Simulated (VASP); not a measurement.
# Ta in VASP: notebook

The runs below take Ta through single point, with PBEsol.

All numbers are computed with VASP 6.6.1; they aren't measurements. Logs are shortened: lines on timing, memory, paths and dates and some standing lists are left out, and cuts for length are marked.

**1. The cell of the first run**

Symmetry: Im-3m, No. 229, cubic system. Conventional cell: a = 3.203 Å, b = 3.203 Å, c = 3.203 Å, α = 90.00°, β = 90.00°, γ = 90.00°. Within 3.7 Å of Ta (site symmetry m-3m) lie 14 Ta at 2.77 to 3.20 Å.

**2. Single point, PBEsol (strain -0.030 along x and y, -0.030 along z)**

INCAR reads:

```
SYSTEM = Ta
  PREC = Accurate
  ENCUT = 520
  EDIFF = 1E-7
  ISMEAR = 0
  SIGMA = 0.15
  LREAL = .False.
  LASPH = .True.
  NELM = 80
  ALGO = Fast
  ISIF = 2
  LWAVE = .False.
  LCHARG = .False.
  GGA = PS
  NBANDS = 12
```

KPOINTS reads:

```
regular mesh
0
Gamma
  20 20 20
  0 0 0
```

POSCAR reads:

```
Ta
1.0
   -1.6017416000      1.6017416000      1.6017416000
    1.6017416000     -1.6017416000      1.6017416000
    1.6017416000      1.6017416000     -1.6017416000
Ta
1
Direct
    0.0000000000      0.0000000000      0.0000000000
```

Potentials or basis: VASP PAW PBE potentials, release 64 (Ta_pv).

Run with:

```bash
cat potpaw_PBE.64/Ta_pv/POTCAR > POTCAR
mpirun -np 1 vasp_std > vasp.out
```

OUTCAR:

```text
SYSTEM = Ta
   PREC = Accurate
   ENCUT = 520
   EDIFF = 1E-7
   ISMEAR = 0
   LREAL = .False.
   LASPH = .True.
   NELM = 80
   ISIF = 2
   GGA = PS

 ion  position               nearest neighbor table
   1  0.000  0.000  0.000-

  LATTYP: Found a body centered cubic cell.
 ALAT       =     3.2034832000

  Lattice vectors:

 A1 = (  -1.6017416000,   1.6017416000,   1.6017416000)
 A2 = (   1.6017416000,  -1.6017416000,   1.6017416000)
 A3 = (   1.6017416000,   1.6017416000,  -1.6017416000)

Analysis of symmetry for initial positions (statically):
=====================================================================
 Subroutine PRICEL returns:
 Original cell was already a primitive cell.

 Routine SETGRP: Setting up the symmetry group for a
 body centered cubic supercell.

 Subroutine GETGRP returns: Found 48 space group operations
 (whereof 48 operations were pure point group operations)
 out of a pool of 48 trial point group operations.

The static configuration has the point symmetry O_h .

Analysis of symmetry for dynamics (positions and initial velocities):
=====================================================================
 Subroutine PRICEL returns:
 Original cell was already a primitive cell.

 Routine SETGRP: Setting up the symmetry group for a
 body centered cubic supercell.

 Subroutine GETGRP returns: Found 48 space group operations
 (whereof 48 operations were pure point group operations)
 out of a pool of 48 trial point group operations.

The dynamic configuration has the point symmetry O_h .

 Subroutine INISYM returns: Found 48 space group operations
 (whereof 48 operations are pure point group operations),
 and found     1 'primitive' translations

----------------------------------------------------------------------------------------

                                     Primitive cell

  volume of cell :      16.4376

  direct lattice vectors                    reciprocal lattice vectors
    -1.601741600  1.601741600  1.601741600     0.000000000  0.312160214  0.312160214
     1.601741600 -1.601741600  1.601741600     0.312160214  0.000000000  0.312160214
     1.601741600  1.601741600 -1.601741600     0.312160214  0.312160214  0.000000000

  length of vectors
     2.774297832  2.774297832  2.774297832     0.441461208  0.441461208  0.441461208

  position of ions in fractional coordinates (direct lattice)
     0.000000000  0.000000000  0.000000000
[... 83 lines left out ...]
   ISYM   =      2    0-nonsym 1-usesym 2-fastsym
   POTIM  = 0.5000    time-step for ionic-motion
   TEBEG  =    0.0;   TEEND  =   0.0 temperature during run
   PSTRESS=    0.0 pullay stress
   NELECT =      11.0000    total number of electrons
   NUPDOWN=      -1.0000    fix difference up-down
   EMIN   =  10.00;   EMAX   =-10.00  energy-range for DOS
   EFERMI =   0.00;   METHOD = LEGACY
   ISMEAR =     0;   SIGMA  =   0.15  broadening in eV -4-tet -1-fermi 0-gaus
   EFERMI_NEDOS =   21; number of points for ismear=-14 and -15
   IALGO  =     68    algorithm
   IMIX   =      4    mixing-type and parameters
     AMIX     =   0.40;   BMIX     =  1.00
     AMIX_MAG =   1.60;   BMIX_MAG =  1.00
  volume/ion in A,a.u.               =      16.44       110.93
  Fermi-wavevector in a.u.,A,eV,Ry     =   1.431946  2.705985 27.898325  2.050469
  Thomas-Fermi vector in A             =   2.551627
   LORBIT       =      0    0 simple, 1 ext, 2 COOP (PROOUT), +10 PAW based schemes
   GGA     = PS    functional components
   LHFCALC =     F    Hartree Fock is set to
   AEXX    =    0.0000 exact exchange contribution
   IVDW    =     0    specifies the selected vdW correction
   LEPSILON=     F    determine dielectric tensor
   LRPA    =     F    only Hartree local field effects (RPA)
 non-spin polarized calculation
 RMM-DIIS sequential band-by-band and
 Gauss-broadening in eV      SIGMA  =   0.15
  energy-cutoff  :      520.00
  volume of cell :       16.44
 maximum number of plane-waves:       466
 NGX is ok and might be reduce to    24
   NGX = 11   NGY = 11   NGZ = 11

 number of electron      11.0000000 magnetization

 Free energy of the ion-electron system (eV)
  ---------------------------------------------------
  ext. energy  EPLUGINS =         0.00000000
  ---------------------------------------------------
  free energy    TOTEN  =       -12.49274004 eV

  energy without entropy =      -12.47913303  energy(sigma->0) =      -12.48593654

 E-fermi :   6.0704     XC(G=0): -13.2041

 val. band max:        6.0681742080   @ k =   0.3000   0.0500   0.0500
 cond. band min:       6.0818954969   @ k =   0.3500   0.2000   0.1000
 fundamental gap:      0.0137212889
 Fermi energy:         6.0704372191

 k-point     1 :       0.0000    0.0000    0.0000
  band No.  band energies     occupation
      1     -26.5743      2.00000
      2     -26.5743      2.00000
      3     -26.5743      2.00000
      4      -2.1884      2.00000
      5       6.7898      0.00000
      6       6.7898      0.00000
      7       6.7898      0.00000
      8      10.3965      0.00000
      9      10.3965      0.00000
     10      21.5576      0.00000
     11      21.5576      0.00000
     12      21.5576      0.00000
[... 331 lines left out ...]
 k-point    24 :       0.2500    0.1000    0.0000
  band No.  band energies     occupation
      1     -27.6638      2.00000
      2     -26.9286      2.00000
      3     -26.6391      2.00000
      4       1.2153      2.00000
      5       4.9709      2.00000
      6       5.6117      1.99998
      7       9.6236      0.00000
      8      11.1437      0.00000
      9      11.4369      0.00000
     10      21.0123      0.00000
     11      21.3093      0.00000
     12      23.2133      0.00000

 [... further k-points ...]

------------------------ aborting loop because EDIFF is reached ----------------------------------------

  FORCE on cell =-STRESS in cart. coord.  units (eV):
  Direction    XX          YY          ZZ          XY          YZ          ZX
  --------------------------------------------------------------------------------------
  -------------------------------------------------------------------------------------
  Total        1.8195453      1.8195453      1.8195453     -0.0000000      0.0000000      0.0000000
  in kB      177.3520046    177.3520046    177.3520046     -0.0000000      0.0000000      0.0000000
  external PRESSURE =     177.3520046 kB  Pullay stress =       0.0000000 kB

 VOLUME and BASIS-vectors are now :
 -----------------------------------------------------------------------------
  energy-cutoff  :      520.00
  volume of cell :       16.44
      direct lattice vectors                 reciprocal lattice vectors
    -1.601741600  1.601741600  1.601741600     0.000000000  0.312160214  0.312160214
     1.601741600 -1.601741600  1.601741600     0.312160214  0.000000000  0.312160214
     1.601741600  1.601741600 -1.601741600     0.312160214  0.312160214  0.000000000

 POSITION                                       TOTAL-FORCE (eV/Angst)
 -----------------------------------------------------------------------------------
      0.00000      0.00000      0.00000         0.000000     -0.000000      0.000000
 -----------------------------------------------------------------------------------
    total drift:                                0.000000      0.000000     -0.000000

  FREE ENERGIE OF THE ION-ELECTRON SYSTEM (eV)
  ---------------------------------------------------
  free  energy   TOTEN  =       -12.4927400434 eV

  energy  without entropy=      -12.4791330294  energy(sigma->0) =      -12.48593654
```

OSZICAR:

```text
N       E                     dE             d eps       ncg     rms          rms(c)
DAV:   1     0.602198383274E+02    0.60220E+02   -0.60841E+03  6152   0.891E+02
DAV:   2    -0.119760650411E+02   -0.72196E+02   -0.70232E+02  6860   0.248E+02
DAV:   3    -0.129362451649E+02   -0.96018E+00   -0.94830E+00  7296   0.270E+01
DAV:   4    -0.129384550043E+02   -0.22098E-02   -0.22097E-02  6796   0.141E+00
DAV:   5    -0.129384608887E+02   -0.58843E-05   -0.58843E-05  7212   0.704E-02    0.162E+01
RMM:   6    -0.126035795555E+02    0.33488E+00   -0.21516E-01  6564   0.385E+00    0.817E+00
RMM:   7    -0.124936597713E+02    0.10992E+00   -0.23681E-01  6963   0.394E+00    0.332E-01
RMM:   8    -0.124926843442E+02    0.97543E-03   -0.91465E-03  7458   0.941E-01    0.290E-01
RMM:   9    -0.124927608299E+02   -0.76486E-04   -0.97107E-04  7705   0.305E-01    0.520E-02
RMM:  10    -0.124927414697E+02    0.19360E-04   -0.12767E-04  7613   0.114E-01    0.825E-03
RMM:  11    -0.124927397218E+02    0.17479E-05   -0.20840E-05  8002   0.443E-02    0.420E-03
RMM:  12    -0.124927399980E+02   -0.27623E-06   -0.30842E-06  7336   0.158E-02    0.351E-03
RMM:  13    -0.124927400434E+02   -0.45398E-07   -0.64525E-07  6309   0.691E-03
   1 F= -.12492740E+02 E0= -.12485937E+02  d E =-.136070E-01
```

It took 40 s on 1 thread of Intel Xeon 8259CL, shared host; peak memory 0.18 GiB.

What came out:

```yaml
Free_energy: -12.4927 eV
Pressure: 17.7 GPa
Band_gap_on_the_k_mesh: zero (an odd number of electrons rules out a gap without spin polarisation)
```

Caveat: the cell differs from its parent crystal (strain -0.030 along x and y, -0.030 along z); the cell stands under pressure; the PAW data sets were made with another functional, which shifts forces and pressure a little; spin-orbit coupling is left out, which moves the levels of the heavy elements.

**3. Single point, PBEsol (strain -0.015 along x and y, -0.015 along z)**

INCAR reads:

```
SYSTEM = Ta
  PREC = Accurate
  ENCUT = 520
  EDIFF = 1E-6
  ISMEAR = 0
  SIGMA = 0.15
  LREAL = .False.
  LASPH = .True.
  NELM = 80
  ALGO = Normal
  ISIF = 2
  LWAVE = .False.
  LCHARG = .True.
  GGA = PS
  LELF = .True.
  LVHAR = .True.
  NBANDS = 12
```

KPOINTS is that of step 2.

POSCAR reads:

```
Ta
1.0
   -1.6265108000      1.6265108000      1.6265108000
    1.6265108000     -1.6265108000      1.6265108000
    1.6265108000      1.6265108000     -1.6265108000
Ta
1
Direct
    0.0000000000      0.0000000000      0.0000000000
```

Potentials or basis: VASP PAW PBE potentials, release 64 (Ta_pv).

Run with:

```bash
cat potpaw_PBE.64/Ta_pv/POTCAR > POTCAR
mpirun -np 1 vasp_std > vasp.out
```

Wall time 39 s (1 thread of Intel Xeon 8259CL, shared host); peak memory 0.18 GiB.

Results (log left out):

* Free energy: -12.5495 eV
* Pressure: 6.1 GPa
* Band gap on the k mesh: zero (an odd number of electrons rules out a gap without spin polarisation)

Levels at points of the mesh, in eV from the Fermi level:
```csv
k point,band 3,band 4,band 5,band 6,band 7,band 8,band 9,band 10
"(0.00, 0.00, 0.00)",-32.83,-8.09,0.73,0.73,0.73,4.17,4.17,14.83
"(0.50, 0.00, 0.00)",-32.84,-4.58,-1.68,1.85,4.08,5.16,8.28,12.20
"(0.50, 0.50, 0.50)",-33.78,-4.08,-4.08,7.24,7.24,7.24,9.11,9.11
```

Caveat: the cell differs from its parent crystal (strain -0.015 along x and y, -0.015 along z); the cell stands under pressure; the PAW data sets were made with another functional, which shifts forces and pressure a little; spin-orbit coupling is left out, which moves the levels of the heavy elements.

(Part 1 of 2 ends here.)
